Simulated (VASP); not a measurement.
A run of VASP 6.6.1 is set up as follows.

File INCAR:

```
ALGO     = Fast           # electronic algorithm
EDIFF    = 1E-6           # SCF threshold, eV
ENCUT    = 520            # plane-wave cutoff, eV
GGA      = PE             # functional
ISIF     = 2              # what is computed and relaxed
ISMEAR   = 0              # smearing method
LASPH    = T              # aspherical terms in the spheres
LCHARG   = F              # write CHGCAR
LREAL    = F              # projectors in reciprocal space
LWAVE    = F              # write WAVECAR
NBANDS   = 19             # bands
NELM     = 60             # most SCF steps
PREC     = Accurate       # precision mode
SIGMA    = 0.15           # smearing width, eV
```

File KPOINTS:

```
k-points
0
Gamma
  18 18 10
```

Contents of POSCAR:

```
Zr
1.0
    3.2319982225      0.0000000000      0.0000000000
   -1.6159991112      2.7989925657      0.0000000000
    0.0000000000      0.0000000000      5.1470000000
Zr
2
Direct
    0.3869240437      0.7738480875      0.2500000000
    0.6666666667      0.3333333333      0.7500000000
```

Potentials or basis: VASP PAW PBE potentials, release 64 (Zr_sv).

The run is started by

```sh
$ cat potpaw_PBE.64/Zr_sv/POTCAR > POTCAR
$ mpirun -np 1 vasp_std > vasp.out
```

What does it give for the band gap on the k mesh?

Zero (bands 12 and 13 overlap by 1.34 eV).

Predict the largest force.

0.267 eV/Å.

Estimate the pressure.

0.0 GPa.

Stress tensor (GPa, compression positive):
```
-2.57  0.00  0.00
 0.00  1.71  0.00
 0.00  0.00  0.94
```

Caveat: the cell differs from its parent crystal (atom 1 (Zr) moved by (+0.000, +0.300) A along x and y).
